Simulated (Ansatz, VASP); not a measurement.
# NiO in VASP and in Ansatz

File INCAR:

```
  PREC = Accurate
  ENCUT = 520
  EDIFF = 1E-7
  ISMEAR = 0
  SIGMA = 0.05
  LREAL = False
  LASPH = True
  NELM = 150
  ALGO = Normal
  ISIF = 2
  LWAVE = False
  LCHARG = False
  ISPIN = 2
  MAGMOM = 2 -2 0 0
  LORBIT = 11
  LMAXMIX = 4
  LDAU = True
  LDAUTYPE = 2
  LDAUL = 2 -1
  LDAUU = 6.2 0
  LDAUJ = 0 0
  LDAUPRINT = 1
  GGA = PE
  NBANDS = 28
```

Contents of KPOINTS:

```
Automatic mesh
0
Gamma
  5 5 3
```

POSCAR

```
NiO
1.0
    1.5090321866      0.8712401392      2.4634136995
   -1.5090321866      0.8712401392      2.4634136995
    0.0000000000     -5.2274408349      0.0000000000
Ni O
2 2
Direct
    1.0000000000      0.0000000000      0.0000000000
    1.5000000000      0.5000000000      0.5000000000
    0.7500000000      0.7500000000      0.2500000000
    1.2500000000      1.2500000000      0.7500000000
```

Input for Ansatz:

```yaml
crystal:
  lattice:
    - [1.5090321866, 0.8712401392, 2.4634136995]
    - [-1.5090321866, 0.8712401392, 2.4634136995]
    - [0.0, -5.2274408349, 0.0]
  atoms:
    - { symbol: Ni, position: [1.0, 0.0, 0.0], spin: 2.0 }
    - { symbol: O, position: [0.75, 0.75, 0.25] }
    - { symbol: Ni, position: [1.5, 0.5, 0.5], spin: -2.0 }
    - { symbol: O, position: [1.25, 1.25, 0.75] }
basis:
  ecutwfc: 420
  ecutrho_ratio: 4
kpoints:
  mp_grid: { grid: [5, 5, 3] }
hamiltonian:
  xc: pbe
  hubbard: { sites: [{ species: Ni, l: d, u_eff: 6.2 }] }
scf:
  occupations: { method: gaussian, width: 0.05 }
output:
  forces: true
  stress: true
  eigenvalues: true
  populations: true
  hubbard: { sites: [{ species: Ni, l: d }] }
magnetization:
  spin_polarized: true
```

Alike in both runs: task single point; functional PBE; k mesh 5 × 5 × 3; occupations gaussian, width 0.05 eV; collinear spin; Hubbard terms Ni d U = 6.2 eV.

|  | VASP | Ansatz |
| --- | --- | --- |
| version | VASP 6.6.1 | Ansatz 0.2.0 |
| potentials or method | VASP PAW PBE potentials, release 64 (Ni, O), cutoff 520 eV | scalar-relativistic, plane waves, PAW |
| valence electrons in the cell | 32 | 48 |

|  | VASP | Ansatz | Ansatz less VASP |
| --- | --- | --- | --- |
| gap on the k mesh at the Fermi level (eV) | 3.05 | 2.80 | -0.248 |
| least direct gap on the mesh (eV) | 3.60 | 3.43 | -0.161 |
| pressure (GPa) | -9.7 | -2.1 | +7.57 |
| net moment per atom (μB) | 0.00 | 0.00 | 0.000 |
| size of the moment on the site where the two differ most (μB) | 1.76 | 1.69 | -0.072 |

Site moments also hang on the region over which each program counts them. The programs project onto different local orbitals, so the same U acts differently, and such runs can settle in different states. VASP's potentials hold 32 valence electrons a cell and Ansatz's 48, so a difference there can come from the potentials and not from the codes.

The k mesh is coarse, so the values compare programs but aren't converged.
